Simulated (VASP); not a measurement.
# Ir (Im-3m) in VASP: notebook

The runs below take Ir through single point, with r2SCAN.

Program: VASP 6.6.1. These are calculated values, not measurements. Logs are shortened: lines on timing, memory, paths and dates and some standing lists are left out, and cuts for length are marked.

**1. The cell of the first run**

The structure is cubic, space group Im-3m (No. 229). Conventional cell: a = 3.004 Å, b = 3.004 Å, c = 3.004 Å, α = 90.00°, β = 90.00°, γ = 90.00°. Ir (site symmetry m-3m) has 14 Ir at 2.60 to 3.00 Å within 3.4 Å.

This isn't the form of Ir at room conditions, which is fcc.

**2. Single point, r2SCAN (13.55 Å³/atom)**

The input, POSCAR:

```
Ir
1.0
   -1.5017809004      1.5017809004      1.5017809004
    1.5017809004     -1.5017809004      1.5017809004
    1.5017809004      1.5017809004     -1.5017809004
Ir
1
Direct
    0.0000000000      0.0000000000      0.0000000000
```

The input, INCAR.step1:

```
ALGO = Normal
EDIFF = 1E-5
ENCUT = 620
GGA = PE
GGA_COMPAT = False
ISMEAR = -1
LASPH = True
LCHARG = False
LREAL = False
LWAVE = True
NBANDS = 14
NELM = 120
PREC = Accurate
SIGMA = 0.1
```

The input, INCAR.step2:

```
ALGO = Normal
EDIFF = 1E-6
ENCUT = 620
GGA_COMPAT = False
ISIF = 2
ISMEAR = -1
ISTART = 1
LASPH = True
LCHARG = False
LMIXTAU = True
LREAL = False
LWAVE = False
METAGGA = R2SCAN
NBANDS = 14
NELM = 120
PREC = Accurate
SIGMA = 0.1
```

The input, KPOINTS:

```
k-points
0
Gamma
  16 16 16
```

Potentials or basis: VASP PAW PBE potentials, release 64 (Ir_sv_GW).

Command:

```sh
> cat potpaw_PBE.64/Ir_sv_GW/POTCAR > POTCAR
> cp INCAR.step1 INCAR
> mpirun -np 1 vasp_std > vasp.out
> cp INCAR.step2 INCAR
> mpirun -np 1 vasp_std > vasp.out
```

OUTCAR:

```text
EDIFF = 1E-6
   ENCUT = 620
   ISIF = 2
   ISMEAR = -1
   ISTART = 1
   LASPH = True
   LREAL = False
   METAGGA = R2SCAN
   NELM = 120
   PREC = Accurate

 ion  position               nearest neighbor table
   1  0.000  0.000  0.000-

  LATTYP: Found a body centered cubic cell.
 ALAT       =     3.0035618008

  Lattice vectors:

 A1 = (  -1.5017809004,   1.5017809004,   1.5017809004)
 A2 = (   1.5017809004,  -1.5017809004,   1.5017809004)
 A3 = (   1.5017809004,   1.5017809004,  -1.5017809004)

Analysis of symmetry for initial positions (statically):
=====================================================================
 Subroutine PRICEL returns:
 Original cell was already a primitive cell.

 Routine SETGRP: Setting up the symmetry group for a
 body centered cubic supercell.

 Subroutine GETGRP returns: Found 48 space group operations
 (whereof 48 operations were pure point group operations)
 out of a pool of 48 trial point group operations.

The static configuration has the point symmetry O_h .

Analysis of symmetry for dynamics (positions and initial velocities):
=====================================================================
 Subroutine PRICEL returns:
 Original cell was already a primitive cell.

 Routine SETGRP: Setting up the symmetry group for a
 body centered cubic supercell.

 Subroutine GETGRP returns: Found 48 space group operations
 (whereof 48 operations were pure point group operations)
 out of a pool of 48 trial point group operations.

The dynamic configuration has the point symmetry O_h .

 Subroutine INISYM returns: Found 48 space group operations
 (whereof 48 operations are pure point group operations),
 and found     1 'primitive' translations

----------------------------------------------------------------------------------------

                                     Primitive cell

  volume of cell :      13.5481

  direct lattice vectors                    reciprocal lattice vectors
    -1.501780900  1.501780900  1.501780900     0.000000000  0.332938047  0.332938047
     1.501780900 -1.501780900  1.501780900     0.332938047  0.000000000  0.332938047
     1.501780900  1.501780900 -1.501780900     0.332938047  0.332938047  0.000000000

  length of vectors
     2.601160821  2.601160821  2.601160821     0.470845501  0.470845501  0.470845501

  position of ions in fractional coordinates (direct lattice)
     0.000000000  0.000000000  0.000000000

  ion indices of the primitive-cell ions
   primitive index   ion index
                 1           1

----------------------------------------------------------------------------------------

 KPOINTS: k-points

Automatic generation of k-mesh.
 Grid dimensions read from file:
 generate k-points for:   16   16   16

 Generating k-lattice:

  Cartesian coordinates                     Fractional coordinates (reciprocal lattice)
     0.000000000  0.020808628  0.020808628     0.062500000  0.000000000  0.000000000
     0.020808628  0.000000000  0.020808628     0.000000000  0.062500000  0.000000000
     0.020808628  0.020808628  0.000000000     0.000000000  0.000000000  0.062500000

  Length of vectors
     0.029427844  0.029427844  0.029427844

  Shift w.r.t. Gamma in fractional coordinates (k-lattice)
     0.000000000  0.000000000  0.000000000

 Subroutine IBZKPT returns following result:
 ===========================================

 Found    145 irreducible k-points:

 Following reciprocal coordinates:
            Coordinates               Weight
  0.000000  0.000000  0.000000      1.000000
  0.062500  0.000000  0.000000     12.000000
  0.125000  0.000000  0.000000     12.000000
  0.187500  0.000000  0.000000     12.000000
  0.250000  0.000000  0.000000     12.000000
  0.312500  0.000000  0.000000     12.000000
[... 16 lines left out ...]
  0.187500  0.187500  0.000000     24.000000
  0.250000  0.187500  0.000000     48.000000
 [... further k-points ...]
   k-points           NKPTS =    145   k-points in BZ     NKDIM =    145   number of bands    NBANDS=     14
   number of dos      NEDOS =    301   number of ions     NIONS =      1
   total plane-waves  NPLWV =  13824
   dimension x,y,z NGX =    24 NGY =   24 NGZ =   24
   dimension x,y,z NGXF=    48 NGYF=   48 NGZF=   48
   ions per type =               1
   NGX,Y,Z   is equivalent  to a cutoff of  15.34, 15.34, 15.34 a.u.
   NGXF,Y,Z  is equivalent  to a cutoff of  30.68, 30.68, 30.68 a.u.
 SYSTEM =  unknown system
   PREC   = accura    normal or accurate (medium, high low for compatibility)
   ISTART =      1    job   : 0-new  1-cont  2-samecut
   ICHARG =      0    charge: 1-file 2-atom 10-const
   ISPIN  =      1    spin polarized calculation?
   LNONCOLLINEAR =      F non collinear calculations
   LSORBIT =      F    spin-orbit coupling
   LASPH  =      T    aspherical Exc in radial PAW
   ENCUT  =  620.0 eV  45.57 Ry    6.75 a.u.   5.28  5.28  5.28*2*pi/ulx,y,z
   NELM   =    120;   NELMIN=  2; NELMDL=  0     # of ELM steps
   EDIFF  = 0.1E-05   stopping-criterion for ELM
   LREAL  =      F    real-space projection
[... 7 lines left out ...]
   TEBEG  =    0.0;   TEEND  =   0.0 temperature during run
   PSTRESS=    0.0 pullay stress
   NELECT =      17.0000    total number of electrons
   NUPDOWN=      -1.0000    fix difference up-down
   EMIN   =  10.00;   EMAX   =-10.00  energy-range for DOS
   EFERMI =   0.00;   METHOD = LEGACY
   ISMEAR =    -1;   SIGMA  =   0.10  broadening in eV -4-tet -1-fermi 0-gaus
   EFERMI_NEDOS =   21; number of points for ismear=-14 and -15
   IALGO  =     38    algorithm
   IMIX   =      4    mixing-type and parameters
     AMIX     =   0.40;   BMIX     =  1.00
     AMIX_MAG =   1.60;   BMIX_MAG =  1.00
  volume/ion in A,a.u.               =      13.55        91.43
  Fermi-wavevector in a.u.,A,eV,Ry     =   1.765758  3.336799 42.421632  3.117902
  Thomas-Fermi vector in A             =   2.833476
   LORBIT       =      0    0 simple, 1 ext, 2 COOP (PROOUT), +10 PAW based schemes
   METAGGA = R2SCAN    functional components
   LHFCALC =     F    Hartree Fock is set to
   AEXX    =    0.0000 exact exchange contribution
   IVDW    =     0    specifies the selected vdW correction
   LEPSILON=     F    determine dielectric tensor
   LRPA    =     F    only Hartree local field effects (RPA)
 non-spin polarized calculation
  energy-cutoff  :      620.00
  volume of cell :       13.55
 maximum number of plane-waves:       490
 NGX is ok and might be reduce to    24
   NGX = 11   NGY = 11   NGZ = 11

 number of electron      17.0000000 magnetization

 Free energy of the ion-electron system (eV)
  ---------------------------------------------------
  ext. energy  EPLUGINS =         0.00000000
  ---------------------------------------------------
  free energy    TOTEN  =       -52.13753933 eV

  energy without entropy =      -52.07131471  energy(sigma->0) =      -52.10442702

 E-fermi :  13.2315     XC(G=0): -16.2052

 val. band max:       13.2251830904   @ k =   0.3125   0.3125   0.0000
 cond. band min:      13.2435636618   @ k =   0.2500   0.1875   0.1875
 fundamental gap:      0.0183805713
 Fermi energy:        13.2314937241

 k-point     1 :       0.0000    0.0000    0.0000
  band No.  band energies     occupation
      1     -81.4516      2.00000
      2     -37.2157      2.00000
      3     -37.2157      2.00000
      4     -37.2157      2.00000
      5       1.5723      2.00000
      6       9.1410      2.00000
      7       9.1410      2.00000
      8       9.1410      2.00000
      9      12.5748      1.99719
     10      12.5748      1.99719
     11      30.2347      0.00000
     12      30.2347      0.00000
     13      30.2347      0.00000
     14      43.4821      0.00000

 k-point     2 :       0.0625    0.0000    0.0000
  band No.  band energies     occupation
      1     -81.4481      2.00000
      2     -37.2561      2.00000
      3     -37.2289      2.00000
      4     -37.2157      2.00000
      5       1.7751      2.00000
      6       9.0437      2.00000
      7       9.1334      2.00000
      8       9.3214      2.00000
      9      12.4366      1.99929
     10      12.5803      1.99703
     11      30.3685      0.00000
     12      30.5551      0.00000
     13      30.5702      0.00000
     14      41.4356      0.00000

 k-point     3 :       0.1250    0.0000    0.0000
  band No.  band energies     occupation
      1     -81.4374      2.00000
      2     -37.3696      2.00000
      3     -37.2663      2.00000
      4     -37.2159      2.00000
      5       2.3550      2.00000
      6       8.7761      2.00000
      7       9.0877      2.00000
      8       9.8535      2.00000
      9      12.1426      1.99996
     10      12.6028      1.99629
     11      30.6413      0.00000
     12      31.3207      0.00000
     13      31.4874      0.00000
     14      39.1698      0.00000
[... 324 lines left out ...]
 k-point    23 :       0.1875    0.1875    0.0000
  band No.  band energies     occupation
      1     -81.3789      2.00000
      2     -37.9026      2.00000
      3     -37.4610      2.00000
      4     -37.2882      2.00000
      5       5.4080      2.00000
      6       7.9186      2.00000
      7       8.2518      2.00000
      8      11.7173      2.00000
      9      13.1425      1.41765
     10      14.1992      0.00013
     11      27.9873      0.00000
     12      30.1399      0.00000
     13      33.0922      0.00000
     14      34.5703      0.00000

 k-point    24 :       0.2500    0.1875    0.0000
  band No.  band energies     occupation
      1     -81.3639      2.00000
      2     -38.0041      2.00000
      3     -37.5459      2.00000
      4     -37.3013      2.00000
      5       5.8370      2.00000
      6       7.6469      2.00000
      7       8.6966      2.00000
      8      11.9404      2.00000
      9      13.2495      0.90998
     10      15.8701      0.00000
     11      25.8598      0.00000
     12      28.8996      0.00000
     13      31.7270      0.00000
     14      35.7048      0.00000

 [... further k-points ...]

------------------------ aborting loop because EDIFF is reached ----------------------------------------

  FORCE on cell =-STRESS in cart. coord.  units (eV):
  Direction    XX          YY          ZZ          XY          YZ          ZX
  --------------------------------------------------------------------------------------
  -------------------------------------------------------------------------------------
  Total        2.8186458      2.8186458      2.8186458      0.0000000     -0.0000000      0.0000000
  in kB      333.3276712    333.3276712    333.3276712      0.0000000     -0.0000000      0.0000000
  external PRESSURE =     333.3276712 kB  Pullay stress =       0.0000000 kB

 VOLUME and BASIS-vectors are now :
 -----------------------------------------------------------------------------
  energy-cutoff  :      620.00
  volume of cell :       13.55
      direct lattice vectors                 reciprocal lattice vectors
    -1.501780900  1.501780900  1.501780900     0.000000000  0.332938047  0.332938047
     1.501780900 -1.501780900  1.501780900     0.332938047  0.000000000  0.332938047
     1.501780900  1.501780900 -1.501780900     0.332938047  0.332938047  0.000000000

 POSITION                                       TOTAL-FORCE (eV/Angst)
 -----------------------------------------------------------------------------------
      0.00000      0.00000      0.00000        -0.000000      0.000000      0.000000
 -----------------------------------------------------------------------------------
    total drift:                               -0.000000     -0.000000      0.000000

  FREE ENERGIE OF THE ION-ELECTRON SYSTEM (eV)
  ---------------------------------------------------
  free  energy   TOTEN  =       -52.1375393321 eV

  energy  without entropy=      -52.0713147144  energy(sigma->0) =      -52.10442702
```

Run time: 92 s. Hardware: 1 thread of AMD EPYC 9R45 (Zen 5), shared host; peak memory 0.15 GiB.

Results:

```
Free energy            : -52.1375 eV
Pressure               : 33.3 GPa
Band gap on the k mesh : zero (an odd number of electrons rules out a gap without spin polarisation)
```

Levels at points of the mesh, in eV from the Fermi level:
| k point | band 4 | band 5 | band 6 | band 7 | band 8 | band 9 | band 10 | band 11 | band 12 | band 13 |
| --- | --- | --- | --- | --- | --- | --- | --- | --- | --- | --- |
| (0.00, 0.00, 0.00) | -50.45 | -11.66 | -4.09 | -4.09 | -4.09 | -0.66 | -0.66 | 17.00 | 17.00 | 17.00 |
| (0.50, 0.00, 0.00) | -50.45 | -8.48 | -6.20 | -0.80 | -0.10 | -0.04 | 2.67 | 9.34 | 13.29 | 18.19 |
| (0.50, 0.50, 0.50) | -51.17 | -8.12 | -8.12 | 1.85 | 1.85 | 1.85 | 8.58 | 8.58 | 8.58 | 16.95 |

Caveat: the cell stands under pressure; the PAW data sets were made with another functional, which shifts forces and pressure a little; spin-orbit coupling is left out, which moves the levels of the heavy elements.

**3. Single point, r2SCAN (12.96 Å³/atom)**

This run uses another cell than the first one, of 12.96 Å³/atom.

The input, POSCAR:

```
Ir
1.0
   -1.4796926786      1.4796926786      1.4796926786
    1.4796926786     -1.4796926786      1.4796926786
    1.4796926786      1.4796926786     -1.4796926786
Ir
1
Direct
    0.0000000000      0.0000000000      0.0000000000
```

The input, INCAR.step1:

```
ALGO = Normal ; EDIFF = 1E-5
ENCUT = 620 ; GGA = PE
GGA_COMPAT = False ; ISMEAR = -1
LASPH = True ; LCHARG = False
LREAL = False ; LWAVE = True
NBANDS = 14 ; NELM = 120
PREC = Accurate ; SIGMA = 0.1
```

The input, INCAR.step2:

```
ALGO = Normal ; EDIFF = 1E-6
ENCUT = 620 ; GGA_COMPAT = False
ISIF = 2 ; ISMEAR = -1
ISTART = 1 ; LASPH = True
LCHARG = False ; LMIXTAU = True
LREAL = False ; LWAVE = False
METAGGA = R2SCAN ; NBANDS = 14
NELM = 120 ; PREC = Accurate
SIGMA = 0.1
```

KPOINTS is that of step 2.

Potentials or basis: VASP PAW PBE potentials, release 64 (Ir_sv_GW).

Command:

```sh
> cat potpaw_PBE.64/Ir_sv_GW/POTCAR > POTCAR
> cp INCAR.step1 INCAR
> mpirun -np 1 vasp_std > vasp.out
> cp INCAR.step2 INCAR
> mpirun -np 1 vasp_std > vasp.out
```

Run time: 45 s. Hardware: 1 thread of Intel Xeon 6975P-C (Granite Rapids), shared host; peak memory 0.17 GiB.

It converged, with:

* Free energy: -51.9695 eV
* Pressure: 57.6 GPa
* Band gap on the k mesh: zero (an odd number of electrons rules out a gap without spin polarisation)

Levels at points of the mesh, in eV from the Fermi level:
```
           k point  band 5  band 6  band 7  band 8  band 9  band 10  band 11  band 12
(0.00, 0.00, 0.00)  -12.14   -4.37   -4.37   -4.37   -0.72    -0.72    16.93    16.93
(0.50, 0.00, 0.00)   -8.99   -6.63   -0.85   -0.15   -0.04     2.88     9.93    13.24
(0.50, 0.50, 0.50)   -8.69   -8.69    1.98    1.98    1.98     8.78     8.78     8.78
```

Caveat: the cell stands under pressure; the PAW data sets were made with another functional, which shifts forces and pressure a little; spin-orbit coupling is left out, which moves the levels of the heavy elements.

[end of part 1 of 3]
